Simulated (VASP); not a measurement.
# WS2 (P-3m1) in VASP: a series of runs

Aim: see how the results for WS2 move with the level of theory and the settings. Levels: HSE06, PBE-based screened hybrid, PBE. Tasks: single point.

Everything below comes from runs of VASP 6.6.1. Logs are shortened: lines on timing, memory, paths and dates and some standing lists are left out, and cuts for length are marked.

## 1. The cell of the first run

The structure is trigonal, space group P-3m1 (No. 164). The conventional cell has a = 3.229 Å, b = 3.229 Å, c = 5.994 Å, α = 90.00°, β = 90.00°, γ = 120.00°. Within 3.2 Å of W (site symmetry -3m) lie 6 S at 2.42 Å. Within 3.2 Å of S (site symmetry 3m) lie 3 W at 2.42 Å.

## 2. Single point, HSE06

File POSCAR:

```
WS2
1.0
    3.2287644061      0.0000000000      0.0000000000
   -1.6143822031      2.7961919985      0.0000000000
    0.0000000000      0.0000000000      5.9936451124
W S
1 2
Direct
    0.0000000000      0.0000000000      0.0000000000
    0.3333333333      0.6666666667      0.2566832689
    0.6666666667      0.3333333333      0.7433167311
```

File INCAR.step1:

```
  ALGO = Normal
  EDIFF = 1E-5
  ENCUT = 520
  GGA = PE
  ISIF = 2
  ISMEAR = -1
  LASPH = T
  LCHARG = F
  LREAL = F
  LWAVE = T
  NBANDS = 20
  NELM = 80
  PREC = Accurate
  SIGMA = 0.02
```

File INCAR.step2:

```
  ALGO = Normal
  EDIFF = 1E-7
  ENCUT = 520
  GGA = PE
  HFSCREEN = 0.2079
  ISIF = 2
  ISMEAR = -1
  ISTART = 1
  LASPH = T
  LCHARG = F
  LHFCALC = T
  LREAL = F
  LWAVE = F
  NBANDS = 20
  NELM = 80
  PREC = Accurate
  PRECFOCK = Normal
  SIGMA = 0.02
```

File KPOINTS:

```
k-points
0
Gamma
  3 3 3
```

Potentials or basis: VASP PAW PBE potentials, release 64 (W_sv, S).

Launch:

```bash
cat potpaw_PBE.64/W_sv/POTCAR potpaw_PBE.64/S/POTCAR > POTCAR
cp INCAR.step1 INCAR
mpirun -np 1 vasp_std > vasp.out
cp INCAR.step2 INCAR
mpirun -np 1 vasp_std > vasp.out
```

OUTCAR:

```text
EDIFF = 1E-7
   ENCUT = 520
   GGA = PE
   HFSCREEN = 0.2079
   ISIF = 2
   ISMEAR = -1
   ISTART = 1
   LASPH = T
   LHFCALC = T
   LREAL = F
   NELM = 80
   PREC = Accurate
   PRECFOCK = Normal

 ion  position               nearest neighbor table
   1  0.000  0.000  0.000-   2 2.42   3 2.42   3 2.42   2 2.42   3 2.42   2 2.42
   2  0.333  0.667  0.257-   1 2.42   1 2.42   1 2.42
   3  0.667  0.333  0.743-   1 2.42   1 2.42   1 2.42

  LATTYP: Found a hexagonal cell.
 ALAT       =     3.2287644061
 C/A-ratio  =     1.8563277956

  Lattice vectors:

 A1 = (   3.2287644061,   0.0000000000,   0.0000000000)
 A2 = (  -1.6143822031,   2.7961919985,   0.0000000000)
 A3 = (   0.0000000000,   0.0000000000,   5.9936451124)

Analysis of symmetry for initial positions (statically):
=====================================================================
 Subroutine PRICEL returns:
 Original cell was already a primitive cell.

 Routine SETGRP: Setting up the symmetry group for a
 hexagonal supercell.

 Subroutine GETGRP returns: Found 12 space group operations
 (whereof 12 operations were pure point group operations)
 out of a pool of 24 trial point group operations.

The static configuration has the point symmetry D_3d.

Analysis of symmetry for dynamics (positions and initial velocities):
=====================================================================
 Subroutine PRICEL returns:
 Original cell was already a primitive cell.

 Routine SETGRP: Setting up the symmetry group for a
 hexagonal supercell.

 Subroutine GETGRP returns: Found 12 space group operations
 (whereof 12 operations were pure point group operations)
 out of a pool of 24 trial point group operations.

The dynamic configuration has the point symmetry D_3d.

 Subroutine INISYM returns: Found 12 space group operations
 (whereof 12 operations are pure point group operations),
 and found     1 'primitive' translations

----------------------------------------------------------------------------------------

                                     Primitive cell

  volume of cell :      54.1121

[... 71 lines left out ...]
   NELM   =     80;   NELMIN=  2; NELMDL=  0     # of ELM steps
   EDIFF  = 0.1E-06   stopping-criterion for ELM
   LREAL  =      F    real-space projection
   EDIFFG = 0.1E-05   stopping-criterion for IOM
   NSW    =      0    number of steps for IOM
   IBRION =     -1    ionic relax: 0-MD 1-quasi-New 2-CG
   NFREE  =      0    steps in history (QN), initial steepest desc. (CG)
   ISIF   =      2    stress and relaxation
   ISYM   =      3    0-nonsym 1-usesym 2-fastsym
   POTIM  = 0.5000    time-step for ionic-motion
   TEBEG  =    0.0;   TEEND  =   0.0 temperature during run
   PSTRESS=    0.0 pullay stress
   NELECT =      26.0000    total number of electrons
   NUPDOWN=      -1.0000    fix difference up-down
   EMIN   =  10.00;   EMAX   =-10.00  energy-range for DOS
   EFERMI =   0.00;   METHOD = LEGACY
   ISMEAR =    -1;   SIGMA  =   0.02  broadening in eV -4-tet -1-fermi 0-gaus
   EFERMI_NEDOS =   21; number of points for ismear=-14 and -15
   IALGO  =     38    algorithm
   IMIX   =      1    mixing-type and parameters
     AMIX     =   0.40;   BMIX     =  1.00
     AMIX_MAG =   1.60;   BMIX_MAG =  1.00
  volume/ion in A,a.u.               =      18.04       121.72
  Fermi-wavevector in a.u.,A,eV,Ry     =   1.282236  2.423074 22.369721  1.644128
  Thomas-Fermi vector in A             =   2.414559
   LORBIT       =      0    0 simple, 1 ext, 2 COOP (PROOUT), +10 PAW based schemes
   GGA     = PE    functional components
   LHFCALC =     T    Hartree Fock is set to
   PRECFOCK=normal    Normal, Fast or Accurate (Low or Medium for compatibility)
   ENCUT4O =  -1.0   cutoff for four orbital integrals eV
   NKREDX  =     1    reduce k-point grid by
   NKREDY  =     1    reduce k-point grid by
   NKREDZ  =     1    reduce k-point grid by
   AEXX    =    0.2500 exact exchange contribution
   HFSCREEN=    0.2079 screening length (either q_TF or 0.3 A-1)
   HFSCREENC=   0.2079 screening length for correlation (either q_TF or 0.3 A-1)
   ENCUTFOCK=  -1.0 apply spherical cutoff to Coloumb kernel
   IVDW    =     0    specifies the selected vdW correction
   LEPSILON=     F    determine dielectric tensor
   LRPA    =     F    only Hartree local field effects (RPA)
 non-spin polarized calculation
  energy-cutoff  :      520.00
  volume of cell :       54.11
 maximum number of plane-waves:      1476
  NGX = 20; NGY = 20; NGZ = 36

 number of electron      26.0000002 magnetization

 Free energy of the ion-electron system (eV)
  ---------------------------------------------------
  ext. energy  EPLUGINS =         0.00000000
  ---------------------------------------------------
  free energy    TOTEN  =       -27.26876031 eV

  energy without entropy =      -27.26876031  energy(sigma->0) =      -27.26876031

 E-fermi :   7.6304     XC(G=0):  -8.9680

 val. band max:        7.1716097211   @ k =   0.0000   0.0000   0.3333
 cond. band min:       8.2077699493   @ k =   0.3333   0.3333   0.3333
 fundamental gap:      1.0361602282
 Fermi energy:         7.6303630615

 k-point     1 :       0.0000    0.0000    0.0000
  band No.  band energies     occupation
      1     -71.9561      2.00000
      2     -34.6150      2.00000
      3     -34.6150      2.00000
      4     -34.5919      2.00000
      5     -10.0988      2.00000
      6      -7.9206      2.00000
[... 150 lines left out ...]
     19      16.3422      0.00000
     20      16.3422      0.00000

------------------------ aborting loop because EDIFF is reached ----------------------------------------

  FORCE on cell =-STRESS in cart. coord.  units (eV):
  Direction    XX          YY          ZZ          XY          YZ          ZX
  --------------------------------------------------------------------------------------
  -------------------------------------------------------------------------------------
  Total       -0.3966874     -0.3966874     -0.5892012      0.0000000      0.0000000     -0.0000000
  in kB      -11.7453136    -11.7453136    -17.4453546      0.0000000      0.0000000     -0.0000000
  external PRESSURE =     -13.6453272 kB  Pullay stress =       0.0000000 kB

 VOLUME and BASIS-vectors are now :
 -----------------------------------------------------------------------------
  energy-cutoff  :      520.00
  volume of cell :       54.11
      direct lattice vectors                 reciprocal lattice vectors
     3.228764406  0.000000000  0.000000000     0.309716001  0.178814617  0.000000000
    -1.614382203  2.796191998  0.000000000     0.000000000  0.357629233  0.000000000
     0.000000000  0.000000000  5.993645112     0.000000000  0.000000000  0.166843378

 POSITION                                       TOTAL-FORCE (eV/Angst)
 -----------------------------------------------------------------------------------
      0.00000      0.00000      0.00000         0.000000      0.000000      0.000000
     -0.00000      1.86413      1.53847         0.000000      0.000000     -0.749936
      1.61438      0.93206      4.45518        -0.000000     -0.000000      0.749936
 -----------------------------------------------------------------------------------
    total drift:                               -0.000000      0.000000      0.000000

  FREE ENERGIE OF THE ION-ELECTRON SYSTEM (eV)
  ---------------------------------------------------
  free  energy   TOTEN  =       -27.2687603082 eV

  energy  without entropy=      -27.2687603082  energy(sigma->0) =      -27.26876031
```

OUTCAR.step1:

```text
EDIFF = 1E-5
   ENCUT = 520
   GGA = PE
   ISIF = 2
[... 367 lines left out ...]
      0.00000      0.00000      0.00000        -0.000000      0.000000      0.000000
     -0.00000      1.86413      1.53847         0.000000     -0.000000     -0.247675
      1.61438      0.93206      4.45518        -0.000000      0.000000      0.247675
 -----------------------------------------------------------------------------------
    total drift:                                0.000000      0.000000     -0.000000

  FREE ENERGIE OF THE ION-ELECTRON SYSTEM (eV)
  ---------------------------------------------------
  free  energy   TOTEN  =       -22.9035541563 eV

  energy  without entropy=      -22.9035541106  energy(sigma->0) =      -22.90355413
```

OSZICAR.step1:

```text
N       E                     dE             d eps       ncg     rms          rms(c)
DAV:   1     0.209504131678E+03    0.20950E+03   -0.12771E+04   280   0.129E+03
DAV:   2    -0.126599731296E+02   -0.22216E+03   -0.21448E+03   340   0.355E+02
DAV:   3    -0.243293765167E+02   -0.11669E+02   -0.11520E+02   348   0.743E+01
DAV:   4    -0.244985078424E+02   -0.16913E+00   -0.16905E+00   336   0.931E+00
DAV:   5    -0.245012918002E+02   -0.27840E-02   -0.27839E-02   352   0.132E+00    0.253E+01
DAV:   6    -0.230937199478E+02    0.14076E+01   -0.86363E+00   300   0.181E+01    0.110E+01
DAV:   7    -0.229492969148E+02    0.14442E+00   -0.16751E+00   300   0.657E+00    0.545E+00
DAV:   8    -0.229047843184E+02    0.44513E-01   -0.29013E-01   340   0.328E+00    0.139E+00
DAV:   9    -0.229037849344E+02    0.99938E-03   -0.96753E-03   312   0.741E-01    0.524E-01
DAV:  10    -0.229035592210E+02    0.22571E-03   -0.40170E-03   316   0.416E-01    0.785E-02
DAV:  11    -0.229035349824E+02    0.24239E-04   -0.66983E-04   308   0.164E-01    0.557E-02
DAV:  12    -0.229035460891E+02   -0.11107E-04   -0.83012E-05   304   0.637E-02    0.152E-02
DAV:  13    -0.229035541563E+02   -0.80672E-05   -0.19179E-05   288   0.297E-02
   1 F= -.22903554E+02 E0= -.22903554E+02  d E =-.457587E-07
```

Run time: 11 min. Hardware: 1 thread of Intel Xeon 6975P-C, shared host; peak memory 0.27 GiB.

What came out:

| Quantity | Value |
| --- | --- |
| Free energy | -27.2688 eV |
| Pressure | -1.4 GPa |
| Largest force | 0.750 eV/Å |
| Band gap on the k mesh | zero (band 13 reaches 8.42 eV, above the bottom of band 14 at 6.38 eV) |

Forces on the atoms (eV/Å):
```
W    0.000  0.000  0.000
S    0.000  0.000 -0.750
S    0.000  0.000  0.750
```

Stress tensor (GPa, compression positive):
```
-1.17  0.00  0.00
 0.00 -1.17  0.00
 0.00  0.00 -1.74
```

Levels at points of the mesh, in eV from the Fermi level:
| k point | band 11 | band 12 | band 13 | band 14 | band 15 | band 16 |
| --- | --- | --- | --- | --- | --- | --- |
| (0.00, 0.00, 0.00) | -1.59 | -1.44 | -1.44 | -1.14 | -1.14 | 3.66 |

Caveat: the k points lie up to 0.75 Å⁻¹ apart; the PAW data sets were made with another functional, which shifts forces and pressure a little; spin-orbit coupling is left out, which moves the levels of the heavy elements; this functional lacks dispersion, which binds the layers, so the pressure and a relaxed spacing across them are unreliable.

## 3. Single point, PBE-based screened hybrid

POSCAR is that of step 2.

File INCAR.step1:

```
SYSTEM = WS2
ALGO = Normal
EDIFF = 1E-5
ENCUT = 520
GGA = PE
ISIF = 2
ISMEAR = -1
LASPH = .TRUE.
LCHARG = .FALSE.
LREAL = .FALSE.
LWAVE = .TRUE.
NBANDS = 20
NELM = 100
PREC = Accurate
SIGMA = 0.02
```

File INCAR.step2:

```
SYSTEM = WS2
AEXX = 0.4
ALGO = Normal
EDIFF = 1E-6
ENCUT = 520
GGA = PE
HFSCREEN = 0.2078
ISIF = 2
ISMEAR = -1
ISTART = 1
LASPH = .TRUE.
LCHARG = .FALSE.
LHFCALC = .TRUE.
LREAL = .FALSE.
LWAVE = .FALSE.
NBANDS = 20
NELM = 100
PREC = Accurate
PRECFOCK = Normal
SIGMA = 0.02
```

File KPOINTS:

```
k-points
0
G
  6 6 2
  0 0 0
```

Potentials or basis: VASP PAW PBE potentials, release 64 (W_sv, S).

Launch:

```bash
cat potpaw_PBE.64/W_sv/POTCAR potpaw_PBE.64/S/POTCAR > POTCAR
cp INCAR.step1 INCAR
mpirun -np 1 vasp_std > vasp.out
cp INCAR.step2 INCAR
mpirun -np 1 vasp_std > vasp.out
```

OUTCAR:

```text
SYSTEM = WS2
   AEXX = 0.4
   EDIFF = 1E-6
   ENCUT = 520
   GGA = PE
   HFSCREEN = 0.2078
   ISIF = 2
   ISMEAR = -1
   ISTART = 1
   LASPH = .TRUE.
   LHFCALC = .TRUE.
   LREAL = .FALSE.
   NELM = 100
   PREC = Accurate
   PRECFOCK = Normal

 ion  position               nearest neighbor table
   1  0.000  0.000  0.000-   2 2.42   3 2.42   3 2.42   2 2.42   3 2.42   2 2.42
   2  0.333  0.667  0.257-   1 2.42   1 2.42   1 2.42
   3  0.667  0.333  0.743-   1 2.42   1 2.42   1 2.42

  LATTYP: Found a hexagonal cell.
 ALAT       =     3.2287644061
 C/A-ratio  =     1.8563277956

  Lattice vectors:

 A1 = (   3.2287644061,   0.0000000000,   0.0000000000)
 A2 = (  -1.6143822031,   2.7961919985,   0.0000000000)
 A3 = (   0.0000000000,   0.0000000000,   5.9936451124)

Analysis of symmetry for initial positions (statically):
=====================================================================
 Subroutine PRICEL returns:
 Original cell was already a primitive cell.

[... 161 lines left out ...]
  ext. energy  EPLUGINS =         0.00000000
  ---------------------------------------------------
  free energy    TOTEN  =       -29.60258765 eV

  energy without entropy =      -29.60256985  energy(sigma->0) =      -29.60257875

 E-fermi :   7.3426     XC(G=0):  -7.8286

 val. band max:        7.2180582314   @ k =   0.0000   0.0000   0.5000
 cond. band min:       7.5030536160   @ k =   0.1667   0.1667   0.5000
 fundamental gap:      0.2849953846
 Fermi energy:         7.3426086232

 k-point     1 :       0.0000    0.0000    0.0000
  band No.  band energies     occupation
      1     -74.5043      2.00000
      2     -36.2735      2.00000
      3     -36.2735      2.00000
      4     -36.2668      2.00000
      5     -11.3791      2.00000
      6      -9.0993      2.00000
[... 311 lines left out ...]
     19      16.0562      0.00000
     20      16.3929      0.00000

------------------------ aborting loop because EDIFF is reached ----------------------------------------

  FORCE on cell =-STRESS in cart. coord.  units (eV):
  Direction    XX          YY          ZZ          XY          YZ          ZX
  --------------------------------------------------------------------------------------
  -------------------------------------------------------------------------------------
  Total       -1.9210232     -1.9210232     -0.6844174      0.0000000      0.0000000      0.0000000
  in kB      -56.8785893    -56.8785893    -20.2645624      0.0000000      0.0000000      0.0000000
  external PRESSURE =     -44.6739137 kB  Pullay stress =       0.0000000 kB

 VOLUME and BASIS-vectors are now :
 -----------------------------------------------------------------------------
  energy-cutoff  :      520.00
  volume of cell :       54.11
      direct lattice vectors                 reciprocal lattice vectors
     3.228764406  0.000000000  0.000000000     0.309716001  0.178814617  0.000000000
    -1.614382203  2.796191998  0.000000000     0.000000000  0.357629233  0.000000000
     0.000000000  0.000000000  5.993645112     0.000000000  0.000000000  0.166843378

 POSITION                                       TOTAL-FORCE (eV/Angst)
 -----------------------------------------------------------------------------------
      0.00000      0.00000      0.00000        -0.000000      0.000000      0.000000
     -0.00000      1.86413      1.53847         0.000000     -0.000000     -0.533056
      1.61438      0.93206      4.45518        -0.000000      0.000000      0.533056
 -----------------------------------------------------------------------------------
    total drift:                                0.000000     -0.000000      0.000000

  FREE ENERGIE OF THE ION-ELECTRON SYSTEM (eV)
  ---------------------------------------------------
  free  energy   TOTEN  =       -29.6025876472 eV

  energy  without entropy=      -29.6025698478  energy(sigma->0) =      -29.60257875
```

OSZICAR.step1:

```text
N       E                     dE             d eps       ncg     rms          rms(c)
DAV:   1     0.201263946928E+03    0.20126E+03   -0.13088E+04   560   0.130E+03
DAV:   2    -0.132285893651E+02   -0.21449E+03   -0.20821E+03   656   0.344E+02
DAV:   3    -0.241113556912E+02   -0.10883E+02   -0.10774E+02   708   0.721E+01
DAV:   4    -0.242745084685E+02   -0.16315E+00   -0.16300E+00   684   0.957E+00
DAV:   5    -0.242771105271E+02   -0.26021E-02   -0.26019E-02   696   0.126E+00    0.252E+01
DAV:   6    -0.229968921807E+02    0.12802E+01   -0.89754E+00   600   0.183E+01    0.109E+01
DAV:   7    -0.228325218452E+02    0.16437E+00   -0.19992E+00   592   0.746E+00    0.585E+00
DAV:   8    -0.227753130245E+02    0.57209E-01   -0.32675E-01   624   0.355E+00    0.124E+00
DAV:   9    -0.227751540509E+02    0.15897E-03   -0.11671E-02   652   0.767E-01    0.500E-01
DAV:  10    -0.227748923151E+02    0.26174E-03   -0.43586E-03   640   0.442E-01    0.728E-02
DAV:  11    -0.227748508133E+02    0.41502E-04   -0.70494E-04   616   0.168E-01    0.569E-02
DAV:  12    -0.227748608641E+02   -0.10051E-04   -0.53249E-05   640   0.523E-02    0.158E-02
DAV:  13    -0.227748720707E+02   -0.11207E-04   -0.13047E-05   580   0.246E-02    0.113E-02
DAV:  14    -0.227748717510E+02    0.31970E-06   -0.93444E-07   332   0.617E-03
   1 F= -.22774872E+02 E0= -.22774117E+02  d E =-.150960E-02
```

Wall time 39 min (1 thread of AMD EPYC 7R13 (Zen 3), shared host); peak memory 0.25 GiB.

What came out:

| Item | Value |
| --- | --- |
| Free energy | -29.6026 eV |
| Pressure | -4.5 GPa |
| Largest force | 0.533 eV/Å |
| Band gap on the k mesh | zero (band 13 reaches 8.28 eV, above the bottom of band 14 at 6.22 eV) |

Forces on the atoms (eV/Å):
```
W    0.000  0.000  0.000
S    0.000  0.000 -0.533
S    0.000  0.000  0.533
```

Caveat: the k points lie up to 0.52 Å⁻¹ apart; the PAW data sets were made with another functional, which shifts forces and pressure a little; spin-orbit coupling is left out, which moves the levels of the heavy elements.

[end of part 1 of 2]
